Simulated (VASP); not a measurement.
# TiS2 (P-3m1) in VASP: single point with PBEsol

Aim: the single point of TiS2 with PBEsol.

Program: VASP 6.6.1. These are calculated values, not measurements. Logs are shortened: lines on timing, memory, paths and dates and some standing lists are left out, and cuts for length are marked.

## (1) The cell of the first run

The structure is trigonal, space group P-3m1 (No. 164). The conventional cell has a = 3.349 Å, b = 3.349 Å, c = 5.635 Å, α = 90.00°, β = 90.00°, γ = 120.00°. Ti (site symmetry -3m) has 6 S at 2.40 Å within 3.2 Å. Within 3.2 Å of S (site symmetry 3m) lie 3 Ti at 2.40 Å.

## (2) Single point, PBEsol

INCAR reads:

```
SYSTEM = TiS2
ALGO     = Normal         ! electronic algorithm
EDIFF    = 1E-6           ! SCF threshold, eV
ENCUT    = 500            ! plane-wave cutoff, eV
GGA      = PS             ! functional
GGA_COMPAT= .FALSE.      
ISIF     = 2              ! what is computed and relaxed
ISMEAR   = 0              ! smearing method
LASPH    = .TRUE.         ! aspherical terms in the spheres
LCHARG   = .TRUE.         ! write CHGCAR
LELF     = .TRUE.         ! ELF
LREAL    = .FALSE.        ! projectors in reciprocal space
LVHAR    = .TRUE.       
LWAVE    = .FALSE.        ! write WAVECAR
NBANDS   = 46             ! bands
NELM     = 120            ! most SCF steps
PREC     = Accurate       ! precision mode
SIGMA    = 0.1            ! smearing width, eV
```

KPOINTS reads:

```
k-points
0
G
  12 12 2
  0 0 0
```

POSCAR reads:

```
TiS2
1.0
    3.3490820746      0.0000000028      0.0000000000
   -1.6745410398      2.9003901546      0.0000000000
    0.0000000000      0.0000000000     16.9037296472
Ti S
3 6
Direct
    0.0000000000      0.0000000000      0.0000000000
    0.0000000000      0.0000000000      0.3333333333
    0.0000000000      0.0000000000      0.6666666667
    0.3333333333      0.6666666667      0.0843438364
    0.3333333333      0.6666666667      0.4176771697
    0.3333333333      0.6666666667      0.7510105031
    0.6666666667      0.3333333333      0.2489894969
    0.6666666667      0.3333333333      0.5823228303
    0.6666666667      0.3333333333      0.9156561636
```

Potentials or basis: VASP PAW PBE potentials, release 64 (Ti_sv, S).

Launch:

```console
> cat potpaw_PBE.64/Ti_sv/POTCAR potpaw_PBE.64/S/POTCAR > POTCAR
> mpirun -np 1 vasp_std > vasp.out
```

OUTCAR:

```text
SYSTEM = TiS2
   EDIFF = 1E-6
   ENCUT = 500
   GGA = PS
   ISIF = 2
   ISMEAR = 0
   LASPH = .TRUE.
   LREAL = .FALSE.
   NELM = 120
   PREC = Accurate

 ion  position               nearest neighbor table
   1  0.000  0.000  0.000-   4 2.40   9 2.40   9 2.40   4 2.40   9 2.40   4 2.40
   2  0.000  0.000  0.333-   7 2.40   5 2.40   7 2.40   5 2.40   7 2.40   5 2.40
   3  0.000  0.000  0.667-   6 2.40   8 2.40   6 2.40   8 2.40   6 2.40   8 2.40
   4  0.333  0.667  0.084-   1 2.40   1 2.40   1 2.40
   5  0.333  0.667  0.418-   2 2.40   2 2.40   2 2.40
   6  0.333  0.667  0.751-   3 2.40   3 2.40   3 2.40
   7  0.667  0.333  0.249-   2 2.40   2 2.40   2 2.40
   8  0.667  0.333  0.582-   3 2.40   3 2.40   3 2.40
   9  0.667  0.333  0.916-   1 2.40   1 2.40   1 2.40

  LATTYP: Found a hexagonal cell.
 ALAT       =     3.3490820746
 C/A-ratio  =     5.0472724378

  Lattice vectors:

 A1 = (   3.3490820746,   0.0000000028,   0.0000000000)
 A2 = (  -1.6745410398,   2.9003901546,   0.0000000000)
 A3 = (   0.0000000000,   0.0000000000,  16.9037296472)

Analysis of symmetry for initial positions (statically):
=====================================================================
 Subroutine PRICEL returns following result:

  LATTYP: Found a hexagonal cell.
 ALAT       =     3.3490820746
 C/A-ratio  =     1.6824241458

  Lattice vectors:

 A1 = (   3.3490820746,   0.0000000028,   0.0000000000)
 A2 = (  -1.6745410398,   2.9003901546,   0.0000000000)
 A3 = (   0.0000000000,   0.0000000000,   5.6345765485)

   3 primitive cells build up your supercell.

 Routine SETGRP: Setting up the symmetry group for a
 hexagonal supercell.

 Subroutine GETGRP returns: Found 12 space group operations
 (whereof 12 operations were pure point group operations)
 out of a pool of 24 trial point group operations.

The static configuration has the point symmetry D_3d.

Analysis of symmetry for dynamics (positions and initial velocities):
=====================================================================
 Subroutine PRICEL returns following result:

  LATTYP: Found a hexagonal cell.
 ALAT       =     3.3490820746
 C/A-ratio  =     1.6824241458

  Lattice vectors:

 A1 = (   3.3490820746,   0.0000000028,   0.0000000000)
 A2 = (  -1.6745410398,   2.9003901546,   0.0000000000)
 A3 = (   0.0000000000,   0.0000000000,   5.6345765485)

   3 primitive cells build up your supercell.

 Routine SETGRP: Setting up the symmetry group for a
 hexagonal supercell.

 Subroutine GETGRP returns: Found 12 space group operations
 (whereof 12 operations were pure point group operations)
 out of a pool of 24 trial point group operations.

The dynamic configuration has the point symmetry D_3d.

 Subroutine INISYM returns: Found 12 space group operations
 (whereof 12 operations are pure point group operations),
 and found     3 'primitive' translations

----------------------------------------------------------------------------------------

                                     Primitive cell

  volume of cell :      54.7323

  direct lattice vectors                    reciprocal lattice vectors
     3.349082075  0.000000003  0.000000000     0.298589278  0.172390601  0.000000000
    -1.674541040  2.900390155  0.000000000    -0.000000000  0.344781201  0.000000000
     0.000000000  0.000000000  5.634576549     0.000000000  0.000000000  0.177475626

  length of vectors
     3.349082075  3.349082075  5.634576549     0.344781201  0.344781201  0.177475626

  position of ions in fractional coordinates (direct lattice)
     0.000000000  0.000000000  0.000000000
     0.333333333  0.666666667  0.253031509
     0.666666667  0.333333333  0.746968491

  ion indices of the primitive-cell ions
   primitive index   ion index
                 1           1
                 2           4
                 3           9

----------------------------------------------------------------------------------------

 KPOINTS: k-points

Automatic generation of k-mesh.
 Grid dimensions read from file:
 generate k-points for:   12   12    2

 Generating k-lattice:

  Cartesian coordinates                     Fractional coordinates (reciprocal lattice)
     0.024882440  0.014365883  0.000000000     0.083333333  0.000000000  0.000000000
    -0.000000000  0.028731767  0.000000000     0.000000000  0.083333333  0.000000000
     0.000000000  0.000000000  0.029579271     0.000000000  0.000000000  0.500000000

  Length of vectors
     0.028731767  0.028731767  0.029579271

  Shift w.r.t. Gamma in fractional coordinates (k-lattice)
     0.000000000  0.000000000  0.000000000

 Subroutine IBZKPT returns following result:
 ===========================================

 Found     38 irreducible k-points:

 Following reciprocal coordinates:
            Coordinates               Weight
  0.000000  0.000000  0.000000      1.000000
  0.083333  0.000000  0.000000      6.000000
  0.166667  0.000000  0.000000      6.000000
  0.250000  0.000000  0.000000      6.000000
  0.333333  0.000000  0.000000      6.000000
  0.416667  0.000000  0.000000      6.000000
[... 16 lines left out ...]
  0.250000  0.000000  0.500000      6.000000
  0.333333  0.000000  0.500000      6.000000
 [... further k-points ...]
   k-points           NKPTS =     38   k-points in BZ     NKDIM =     38   number of bands    NBANDS=     46
   number of dos      NEDOS =    301   number of ions     NIONS =      9
   total plane-waves  NPLWV =  72576
   dimension x,y,z NGX =    24 NGY =   24 NGZ =  126
   dimension x,y,z NGXF=    48 NGYF=   48 NGZF=  252
   ions per type =               3   6
   NGX,Y,Z   is equivalent  to a cutoff of  11.91, 11.91, 12.39 a.u.
   NGXF,Y,Z  is equivalent  to a cutoff of  23.83, 23.83, 24.78 a.u.
 SYSTEM =  TiS2
   PREC   = accura    normal or accurate (medium, high low for compatibility)
   ISTART =      0    job   : 0-new  1-cont  2-samecut
   ICHARG =      2    charge: 1-file 2-atom 10-const
   ISPIN  =      1    spin polarized calculation?
   LNONCOLLINEAR =      F non collinear calculations
   LSORBIT =      F    spin-orbit coupling
   LASPH  =      T    aspherical Exc in radial PAW
   ENCUT  =  500.0 eV  36.75 Ry    6.06 a.u.   6.11  6.11 30.82*2*pi/ulx,y,z
   NELM   =    120;   NELMIN=  2; NELMDL= -5     # of ELM steps
   EDIFF  = 0.1E-05   stopping-criterion for ELM
   LREAL  =      F    real-space projection
   EDIFFG = 0.1E-04   stopping-criterion for IOM
   NSW    =      0    number of steps for IOM
   IBRION =     -1    ionic relax: 0-MD 1-quasi-New 2-CG
   NFREE  =      0    steps in history (QN), initial steepest desc. (CG)
   ISIF   =      2    stress and relaxation
   ISYM   =      2    0-nonsym 1-usesym 2-fastsym
   POTIM  = 0.5000    time-step for ionic-motion
   TEBEG  =    0.0;   TEEND  =   0.0 temperature during run
   PSTRESS=    0.0 pullay stress
   NELECT =      72.0000    total number of electrons
   NUPDOWN=      -1.0000    fix difference up-down
   EMIN   =  10.00;   EMAX   =-10.00  energy-range for DOS
   EFERMI =   0.00;   METHOD = LEGACY
   ISMEAR =     0;   SIGMA  =   0.10  broadening in eV -4-tet -1-fermi 0-gaus
   EFERMI_NEDOS =   21; number of points for ismear=-14 and -15
   IALGO  =     38    algorithm
   IMIX   =      4    mixing-type and parameters
     AMIX     =   0.40;   BMIX     =  1.00
     AMIX_MAG =   1.60;   BMIX_MAG =  1.00
  volume/ion in A,a.u.               =      18.24       123.12
  Fermi-wavevector in a.u.,A,eV,Ry     =   1.243743  2.350334 21.046816  1.546897
  Thomas-Fermi vector in A             =   2.378041
   LORBIT       =      0    0 simple, 1 ext, 2 COOP (PROOUT), +10 PAW based schemes
   GGA     = PS    functional components
   LHFCALC =     F    Hartree Fock is set to
   AEXX    =    0.0000 exact exchange contribution
   IVDW    =     0    specifies the selected vdW correction
   LEPSILON=     F    determine dielectric tensor
   LRPA    =     F    only Hartree local field effects (RPA)
 non-spin polarized calculation
 Gauss-broadening in eV      SIGMA  =   0.10
  energy-cutoff  :      500.00
  volume of cell :      164.20
 maximum number of plane-waves:      4230
   NGX = 13   NGY = 13   NGZ = 61

 number of electron      72.0000020 magnetization

 Free energy of the ion-electron system (eV)
  ---------------------------------------------------
  ext. energy  EPLUGINS =         0.00000000
  ---------------------------------------------------
  free energy    TOTEN  =       -63.41836042 eV

  energy without entropy =      -63.41086966  energy(sigma->0) =      -63.41461504

 E-fermi :   5.8591     XC(G=0): -10.5303

 val. band max:        5.8277853167   @ k =   0.4167   0.0000   0.5000
 cond. band min:       5.8590987821   @ k =   0.5000   0.0000   0.0000
 fundamental gap:      0.0313134654
 Fermi energy:         5.8590723689

 k-point     1 :       0.0000    0.0000    0.0000
  band No.  band energies     occupation
      1     -51.3775      2.00000
      2     -51.3775      2.00000
      3     -51.3775      2.00000
      4     -27.7245      2.00000
      5     -27.7245      2.00000
      6     -27.7243      2.00000
[... 38 lines left out ...]
     45       7.3736      0.00000
     46       9.4914      0.00000

 k-point     2 :       0.0833    0.0000    0.0000
  band No.  band energies     occupation
      1     -51.3764      2.00000
      2     -51.3764      2.00000
      3     -51.3764      2.00000
      4     -27.7222      2.00000
      5     -27.7222      2.00000
      6     -27.7221      2.00000
[... 38 lines left out ...]
     45       7.5820      0.00000
     46       9.3100      0.00000

 k-point     3 :       0.1667    0.0000    0.0000
  band No.  band energies     occupation
      1     -51.3735      2.00000
      2     -51.3735      2.00000
      3     -51.3735      2.00000
      4     -27.7164      2.00000
      5     -27.7163      2.00000
      6     -27.7162      2.00000
[... 1018 lines left out ...]
     45       7.9693      0.00000
     46       8.9466      0.00000

 k-point    24 :       0.3333    0.0000    0.5000
  band No.  band energies     occupation
      1     -51.3655      2.00000
      2     -51.3655      2.00000
      3     -51.3655      2.00000
      4     -27.7886      2.00000
      5     -27.7886      2.00000
      6     -27.7886      2.00000
[... 38 lines left out ...]
     45       8.0449      0.00000
     46       9.3058      0.00000

 [... further k-points ...]
[... 5 lines left out ...]
  --------------------------------------------------------------------------------------
  -------------------------------------------------------------------------------------
  Total       -0.0009321     -0.0009321      0.0766313      0.0000000      0.0000000     -0.0000000
  in kB       -0.0090956     -0.0090956      0.7477426      0.0000000      0.0000000     -0.0000000
  external PRESSURE =       0.2431838 kB  Pullay stress =       0.0000000 kB

 VOLUME and BASIS-vectors are now :
 -----------------------------------------------------------------------------
  energy-cutoff  :      500.00
  volume of cell :      164.20
      direct lattice vectors                 reciprocal lattice vectors
     3.349082075  0.000000003  0.000000000     0.298589278  0.172390601  0.000000000
    -1.674541040  2.900390155  0.000000000    -0.000000000  0.344781201  0.000000000
     0.000000000  0.000000000 16.903729647     0.000000000  0.000000000  0.059158542

 POSITION                                       TOTAL-FORCE (eV/Angst)
 -----------------------------------------------------------------------------------
      0.00000      0.00000      0.00000         0.000000     -0.000000      0.000000
      0.00000      0.00000      5.63458         0.000000     -0.000000      0.000000
      0.00000      0.00000     11.26915         0.000000     -0.000000      0.000000
     -0.00000      1.93359      1.42573        -0.000000     -0.000000      0.011932
     -0.00000      1.93359      7.06030        -0.000000     -0.000000      0.011932
     -0.00000      1.93359     12.69488        -0.000000     -0.000000      0.011932
      1.67454      0.96680      4.20885        -0.000000      0.000000     -0.011932
      1.67454      0.96680      9.84343        -0.000000      0.000000     -0.011932
      1.67454      0.96680     15.47800         0.000000      0.000000     -0.011932
 -----------------------------------------------------------------------------------
    total drift:                                0.000000      0.000000      0.000000

  FREE ENERGIE OF THE ION-ELECTRON SYSTEM (eV)
  ---------------------------------------------------
  free  energy   TOTEN  =       -63.4183604171 eV

  energy  without entropy=      -63.4108696588  energy(sigma->0) =      -63.41461504
```

Run time: 5.6 min. Hardware: 1 thread of Intel Xeon 8259CL, shared host; peak memory 0.37 GiB.

What came out:

- Free energy: -63.4184 eV
- Pressure: 0.0 GPa
- Largest force: 0.012 eV/Å
- Band gap on the k mesh: zero (bands 36 and 37 overlap by 0.38 eV)

Forces on the atoms (eV/Å):
```
Ti   0.000  0.000  0.000
Ti   0.000  0.000  0.000
Ti   0.000  0.000  0.000
S    0.000  0.000  0.012
S    0.000  0.000  0.012
S    0.000  0.000  0.012
S    0.000  0.000 -0.012
S    0.000  0.000 -0.012
S    0.000  0.000 -0.012
```

Levels at points of the mesh, in eV from the Fermi level:
```
           k point  band 32  band 33  band 34  band 35  band 36  band 37  band 38  band 39  band 40  band 41
(0.00, 0.00, 0.00)     0.08     0.08     0.08     0.23     0.23     0.54     0.54     0.54     0.54     0.56
(0.50, 0.00, 0.00)    -1.61    -1.61    -1.53    -1.24    -1.24     0.00     0.00     0.19     1.70     1.70
(0.00, 0.00, 0.50)     0.03     0.18     0.18     0.18     0.18     0.54     0.54     0.56     0.56     0.56
(0.50, 0.00, 0.50)    -2.31    -1.43    -1.43    -1.24    -1.14    -0.14     0.15     0.15     1.70     1.70
```

Caveat: the PAW data sets were made with another functional, which shifts forces and pressure a little.

The gap in the log of VASP goes by the Fermi energy; the results here count the filled bands.